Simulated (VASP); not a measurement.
Input of a VASP 6.6.1 run:

Contents of INCAR:

```
SYSTEM = NaMgBr3
  ALGO = Normal
  EDIFF = 1E-6
  ENCUT = 520
  GGA = PE
  ISIF = 2
  ISMEAR = -1
  LASPH = .True.
  LCHARG = .False.
  LREAL = .False.
  LWAVE = .False.
  NBANDS = 23
  NELM = 100
  PREC = Accurate
  SIGMA = 0.02
```

The input KPOINTS:

```
k-points
0
Gamma
  6 6 6
  0 0 0
```

Contents of POSCAR:

```
NaMgBr3
1.0
    5.3214911016      0.0000000000      0.0000000000
    0.0000000000      5.3214911016      0.0000000000
    0.0000000000      0.0000000000      5.2407982543
Na Mg Br
1 1 3
Direct
    0.0000000000      0.0000000000      0.0000000000
    0.5000000000      0.5000000000      0.5000000000
    0.5000000000      0.5000000000      0.0000000000
    0.5000000000      0.0000000000      0.5000000000
    0.0000000000      0.5000000000      0.5000000000
```

Potentials or basis: VASP PAW PBE potentials, release 64 (Na_pv, Mg, Br).

Launch:

```sh
$ cat potpaw_PBE.64/Na_pv/POTCAR potpaw_PBE.64/Mg/POTCAR potpaw_PBE.64/Br/POTCAR > POTCAR
$ mpirun -np 1 vasp_std > vasp.out
```

(1) What does it give for the band gap on the k mesh?

(2) What does it give for the pressure?

Results:

(1) 2.76 eV (least direct gap 3.30 eV).

(2) 0.2 GPa.

Caveat: the cell differs from its parent crystal (epitaxial xy strain +1.0%).
